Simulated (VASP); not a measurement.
# SrCl2 (R-3m) in VASP: a series of runs

Aim: see how the results for SrCl2 move with the level of theory and the settings. Levels: PBE, LDA, r2SCAN. Tasks: single point.

Everything below comes from runs of VASP 6.6.1. Logs are shortened: lines on timing, memory, paths and dates and some standing lists are left out, and cuts for length are marked.

### Step 1. The cell of the first run

The typed cell holds 3 atoms: a = 4.916 Å, b = 4.916 Å, c = 4.916 Å, α = 59.96°, β = 59.96°, γ = 59.96°.

### Step 2. Single point, PBE

Input file INCAR:

```
SYSTEM = SrCl2
ALGO = Normal
EDIFF = 1E-6
ENCUT = 520
GGA = PE
ISIF = 2
ISMEAR = 0
LASPH = .True.
LCHARG = .False.
LREAL = .False.
LWAVE = .False.
NBANDS = 19
NELM = 60
PREC = Accurate
SIGMA = 0.01
```

Input file KPOINTS:

```
k-points
0
Gamma
  4 4 4
  0 0 0
```

Input file POSCAR:

```
SrCl2
1.0
    2.4567214785      1.4183888069      4.0153159510
   -2.4567214785      1.4183888069      4.0153159510
    0.0000000000     -2.8367776139      4.0153159510
Sr Cl
1 2
Direct
    0.0000000000      0.0000000000      0.0000000000
    0.2499511382      0.2499511382      0.2499511382
    0.7500488618      0.7500488618      0.7500488618
```

Potentials or basis: VASP PAW PBE potentials, release 64 (Sr_sv, Cl).

Command:

```bash
> cat potpaw_PBE.64/Sr_sv/POTCAR potpaw_PBE.64/Cl/POTCAR > POTCAR
> mpirun -np 1 vasp_std > vasp.out
```

OUTCAR:

```text
SYSTEM = SrCl2
   EDIFF = 1E-6
   ENCUT = 520
   GGA = PE
   ISIF = 2
   ISMEAR = 0
   LASPH = .True.
   LREAL = .False.
   NELM = 60
   PREC = Accurate

 ion  position               nearest neighbor table
   1  0.000  0.000  0.000-   3 3.01   3 3.01   2 3.01   2 3.01   3 3.01   2 3.01   3 3.01   2 3.01

   2  0.250  0.250  0.250-   1 3.01   1 3.01   1 3.01   1 3.01
   3  0.750  0.750  0.750-   1 3.01   1 3.01   1 3.01   1 3.01

  LATTYP: Found a trigonal (rhomboedric) cell.
 ALAT       =     4.9163064812
 COS(alpha) =     0.5005822847

  Lattice vectors:

 A1 = (   2.4567214785,   1.4183888069,   4.0153159510)
 A2 = (  -2.4567214785,   1.4183888069,   4.0153159510)
 A3 = (   0.0000000000,  -2.8367776139,   4.0153159510)

Analysis of symmetry for initial positions (statically):
=====================================================================
 Subroutine PRICEL returns:
 Original cell was already a primitive cell.

 Routine SETGRP: Setting up the symmetry group for a
 trigonal (rhombohedral) supercell.

 Subroutine GETGRP returns: Found 12 space group operations
 (whereof 12 operations were pure point group operations)
 out of a pool of 12 trial point group operations.

The static configuration has the point symmetry D_3d.

Analysis of symmetry for dynamics (positions and initial velocities):
=====================================================================
 Subroutine PRICEL returns:
 Original cell was already a primitive cell.

 Routine SETGRP: Setting up the symmetry group for a
 trigonal (rhombohedral) supercell.

 Subroutine GETGRP returns: Found 12 space group operations
 (whereof 12 operations were pure point group operations)
 out of a pool of 12 trial point group operations.

The dynamic configuration has the point symmetry D_3d.

 Subroutine INISYM returns: Found 12 space group operations
 (whereof 12 operations are pure point group operations),
 and found     1 'primitive' translations

----------------------------------------------------------------------------------------

                                     Primitive cell

  volume of cell :      83.9503

  direct lattice vectors                    reciprocal lattice vectors
     2.456721478  1.418388807  4.015315951     0.203523275  0.117504217  0.083015468
    -2.456721478  1.418388807  4.015315951    -0.203523275  0.117504217  0.083015468
     0.000000000 -2.836777614  4.015315951     0.000000000 -0.235008435  0.083015468

  length of vectors
     4.916306481  4.916306481  4.916306481     0.249239909  0.249239909  0.249239909

  position of ions in fractional coordinates (direct lattice)
     0.000000000  0.000000000  0.000000000
     0.249951138  0.249951138  0.249951138
     0.750048862  0.750048862  0.750048862

  ion indices of the primitive-cell ions
   primitive index   ion index
                 1           1
                 2           2
                 3           3

----------------------------------------------------------------------------------------

 KPOINTS: k-points

Automatic generation of k-mesh.
 Grid dimensions read from file:
 generate k-points for:    4    4    4

 Generating k-lattice:

  Cartesian coordinates                     Fractional coordinates (reciprocal lattice)
     0.050880819  0.029376054  0.020753867     0.250000000  0.000000000  0.000000000
    -0.050880819  0.029376054  0.020753867     0.000000000  0.250000000  0.000000000
     0.000000000 -0.058752109  0.020753867    -0.000000000 -0.000000000  0.250000000

  Length of vectors
     0.062309977  0.062309977  0.062309977

  Shift w.r.t. Gamma in fractional coordinates (k-lattice)
     0.000000000  0.000000000  0.000000000

 Subroutine IBZKPT returns following result:
 ===========================================

 Found     13 irreducible k-points:

 Following reciprocal coordinates:
            Coordinates               Weight
  0.000000  0.000000  0.000000      1.000000
  0.250000  0.000000 -0.000000      6.000000
  0.500000  0.000000 -0.000000      3.000000
  0.250000  0.250000  0.000000      6.000000
  0.500000  0.250000 -0.000000     12.000000
 -0.250000  0.250000  0.000000      6.000000
  0.500000  0.500000  0.000000      3.000000
  0.250000  0.250000  0.250000      2.000000
  0.500000  0.250000  0.250000      6.000000
 -0.250000  0.250000  0.250000      6.000000
  0.500000  0.500000  0.250000      6.000000
 -0.250000  0.500000  0.250000      6.000000
  0.500000  0.500000  0.500000      1.000000
   k-points           NKPTS =     13   k-points in BZ     NKDIM =     13   number of bands    NBANDS=     19
   number of dos      NEDOS =    301   number of ions     NIONS =      3
   total plane-waves  NPLWV =  64000
   dimension x,y,z NGX =    40 NGY =   40 NGZ =   40
   dimension x,y,z NGXF=    80 NGYF=   80 NGZF=   80
   ions per type =               1   2
   NGX,Y,Z   is equivalent  to a cutoff of  13.53, 13.53, 13.53 a.u.
   NGXF,Y,Z  is equivalent  to a cutoff of  27.05, 27.05, 27.05 a.u.
 SYSTEM =  SrCl2
   PREC   = accura    normal or accurate (medium, high low for compatibility)
   ISTART =      0    job   : 0-new  1-cont  2-samecut
   ICHARG =      2    charge: 1-file 2-atom 10-const
   ISPIN  =      1    spin polarized calculation?
   LNONCOLLINEAR =      F non collinear calculations
   LSORBIT =      F    spin-orbit coupling
   LASPH  =      T    aspherical Exc in radial PAW
   ENCUT  =  520.0 eV  38.22 Ry    6.18 a.u.   9.14  9.14  9.14*2*pi/ulx,y,z
   NELM   =     60;   NELMIN=  2; NELMDL= -5     # of ELM steps
   EDIFF  = 0.1E-05   stopping-criterion for ELM
   LREAL  =      F    real-space projection
   EDIFFG = 0.1E-04   stopping-criterion for IOM
   NSW    =      0    number of steps for IOM
   IBRION =     -1    ionic relax: 0-MD 1-quasi-New 2-CG
   NFREE  =      0    steps in history (QN), initial steepest desc. (CG)
   ISIF   =      2    stress and relaxation
   ISYM   =      2    0-nonsym 1-usesym 2-fastsym
   POTIM  = 0.5000    time-step for ionic-motion
   TEBEG  =    0.0;   TEEND  =   0.0 temperature during run
   PSTRESS=    0.0 pullay stress
   NELECT =      24.0000    total number of electrons
   NUPDOWN=      -1.0000    fix difference up-down
   EMIN   =  10.00;   EMAX   =-10.00  energy-range for DOS
   EFERMI =   0.00;   METHOD = LEGACY
   ISMEAR =     0;   SIGMA  =   0.01  broadening in eV -4-tet -1-fermi 0-gaus
   EFERMI_NEDOS =   21; number of points for ismear=-14 and -15
   IALGO  =     38    algorithm
   IMIX   =      4    mixing-type and parameters
     AMIX     =   0.40;   BMIX     =  1.00
     AMIX_MAG =   1.60;   BMIX_MAG =  1.00
  volume/ion in A,a.u.               =      27.98       188.84
  Fermi-wavevector in a.u.,A,eV,Ry     =   1.078461  2.037996 15.824644  1.163079
  Thomas-Fermi vector in A             =   2.214400
   LORBIT       =      0    0 simple, 1 ext, 2 COOP (PROOUT), +10 PAW based schemes
   GGA     = PE    functional components
   LHFCALC =     F    Hartree Fock is set to
   AEXX    =    0.0000 exact exchange contribution
   IVDW    =     0    specifies the selected vdW correction
   LEPSILON=     F    determine dielectric tensor
   LRPA    =     F    only Hartree local field effects (RPA)
 non-spin polarized calculation
 Gauss-broadening in eV      SIGMA  =   0.01
  energy-cutoff  :      520.00
  volume of cell :       83.95
 maximum number of plane-waves:      2276
 NGX is ok and might be reduce to    40
   NGX = 19   NGY = 19   NGZ = 19

 number of electron      24.0000003 magnetization

 Free energy of the ion-electron system (eV)
  ---------------------------------------------------
  ext. energy  EPLUGINS =         0.00000000
  ---------------------------------------------------
  free energy    TOTEN  =       -12.77436186 eV

  energy without entropy =      -12.77436186  energy(sigma->0) =      -12.77436186

 E-fermi :   0.3583     XC(G=0):  -8.3313

 val. band max:        0.2267189135   @ k =   0.5000   0.5000   0.0000
 cond. band min:       5.6085309283   @ k =   0.0000   0.0000   0.0000
 fundamental gap:      5.3818120148
 Fermi energy:         0.3582810099

 k-point     1 :       0.0000    0.0000    0.0000
  band No.  band energies     occupation
      1     -32.6236      2.00000
      2     -14.6203      2.00000
      3     -14.6202      2.00000
      4     -14.6202      2.00000
      5     -13.1137      2.00000
      6     -12.2406      2.00000
[... 11 lines left out ...]
     18       9.2843      0.00000
     19       9.6081      0.00000

 k-point     2 :       0.2500    0.0000   -0.0000
  band No.  band energies     occupation
      1     -32.6219      2.00000
      2     -14.7954      2.00000
      3     -14.6276      2.00000
      4     -14.6275      2.00000
      5     -12.8233      2.00000
      6     -12.3413      2.00000
[... 11 lines left out ...]
     18       8.8972      0.00000
     19       9.9044      0.00000

 k-point     3 :       0.5000    0.0000   -0.0000
  band No.  band energies     occupation
      1     -32.6202      2.00000
      2     -14.9245      2.00000
      3     -14.6348      2.00000
      4     -14.6348      2.00000
      5     -12.7057      2.00000
      6     -12.3016      2.00000
[... 11 lines left out ...]
     18       8.9000      0.00000
     19       9.0885      0.00000

 k-point     4 :       0.2500    0.2500    0.0000
  band No.  band energies     occupation
      1     -32.6213      2.00000
      2     -14.8352      2.00000
      3     -14.6377      2.00000
      4     -14.6376      2.00000
      5     -12.6960      2.00000
      6     -12.4024      2.00000
[... 165 lines left out ...]
     18       9.2087      0.00000
     19       9.9450      0.00000

 k-point    12 :      -0.2500    0.5000    0.2500
  band No.  band energies     occupation
      1     -32.6190      2.00000
      2     -14.8337      2.00000
      3     -14.8331      2.00000
      4     -14.6555      2.00000
      5     -12.4253      2.00000
      6     -12.4242      2.00000
[... 11 lines left out ...]
     18       9.7948      0.00000
     19      10.9120      0.00000

 k-point    13 :       0.5000    0.5000    0.5000
  band No.  band energies     occupation
      1     -32.6202      2.00000
      2     -14.9242      2.00000
      3     -14.6347      2.00000
      4     -14.6347      2.00000
      5     -12.7049      2.00000
      6     -12.3028      2.00000
[... 11 lines left out ...]
     18       8.8971      0.00000
     19       9.0843      0.00000

------------------------ aborting loop because EDIFF is reached ----------------------------------------

  FORCE on cell =-STRESS in cart. coord.  units (eV):
  Direction    XX          YY          ZZ          XY          YZ          ZX
  --------------------------------------------------------------------------------------
  -------------------------------------------------------------------------------------
  Total        0.7997958      0.7997958      0.7905394      0.0000000     -0.0000000      0.0000000
  in kB       15.2639703     15.2639703     15.0873132      0.0000000     -0.0000000      0.0000000
  external PRESSURE =      15.2050846 kB  Pullay stress =       0.0000000 kB

 VOLUME and BASIS-vectors are now :
 -----------------------------------------------------------------------------
  energy-cutoff  :      520.00
  volume of cell :       83.95
      direct lattice vectors                 reciprocal lattice vectors
     2.456721478  1.418388807  4.015315951     0.203523275  0.117504217  0.083015468
    -2.456721478  1.418388807  4.015315951    -0.203523275  0.117504217  0.083015468
     0.000000000 -2.836777614  4.015315951     0.000000000 -0.235008435  0.083015468

 POSITION                                       TOTAL-FORCE (eV/Angst)
 -----------------------------------------------------------------------------------
      0.00000      0.00000      0.00000         0.000000      0.000000     -0.000000
      0.00000     -0.00000      3.01090        -0.000000      0.000000     -0.000165
      0.00000     -0.00000      9.03505        -0.000000     -0.000000      0.000165
 -----------------------------------------------------------------------------------
    total drift:                                0.000000     -0.000000      0.000000

  FREE ENERGIE OF THE ION-ELECTRON SYSTEM (eV)
  ---------------------------------------------------
  free  energy   TOTEN  =       -12.7743618632 eV

  energy  without entropy=      -12.7743618632  energy(sigma->0) =      -12.77436186
```

Run time: 44 s. Hardware: 1 thread of Intel Xeon Platinum 8488C (Sapphire Rapids), shared host; peak memory 0.23 GiB.

Results:

```
Free energy            : -12.7744 eV
Pressure               : 1.5 GPa
Band gap on the k mesh : 5.38 eV, indirect (least direct gap 5.50 eV)
```

A k mesh can miss the band edges. A hybrid or GW would open this gap; PBE tends to underestimate it.

### Step 3. Single point, PBE

Input file INCAR:

```
PREC = Accurate
ENCUT = 520
EDIFF = 1E-6
ISMEAR = 0
SIGMA = 0.01
LREAL = False
LASPH = True
NELM = 60
ALGO = Normal
ISIF = 2
LWAVE = False
LCHARG = False
GGA = PE
NBANDS = 19
```

Input file KPOINTS:

```
regular mesh
0
Gamma
  4 4 4
```

POSCAR is that of step 2.

Potentials or basis: VASP PAW PBE potentials, release 64 (Sr_sv, Cl).

Command:

```bash
> cat potpaw_PBE.64/Sr_sv/POTCAR potpaw_PBE.64/Cl/POTCAR > POTCAR
> mpirun -np 1 vasp_std > vasp.out
```

It took 45 s on 1 thread of Intel Xeon Platinum 8488C (Sapphire Rapids), shared host; peak memory 0.23 GiB.

Results (log left out):

- Free energy: -12.7744 eV
- Pressure: 1.5 GPa
- Band gap on the k mesh: 5.38 eV, indirect (least direct gap 5.50 eV)

Levels at points of the mesh, in eV from the valence-band top:
```tsv
k point	band 9	band 10	band 11	band 12	band 13	band 14	band 15	band 16
(0.00, 0.00, 0.00)	-2.16	-0.34	-0.34	-0.34	5.38	6.09	6.09	9.05
(0.50, 0.00, 0.00)	-1.52	-1.34	-1.06	-1.06	6.72	6.72	7.55	7.89
(0.50, 0.50, 0.00)	-1.90	-0.41	-0.41	0.00	5.50	7.07	7.63	8.04
(0.50, 0.50, 0.50)	-1.52	-1.34	-1.06	-1.06	6.72	6.72	7.54	7.89
```

[end of part 1 of 2]
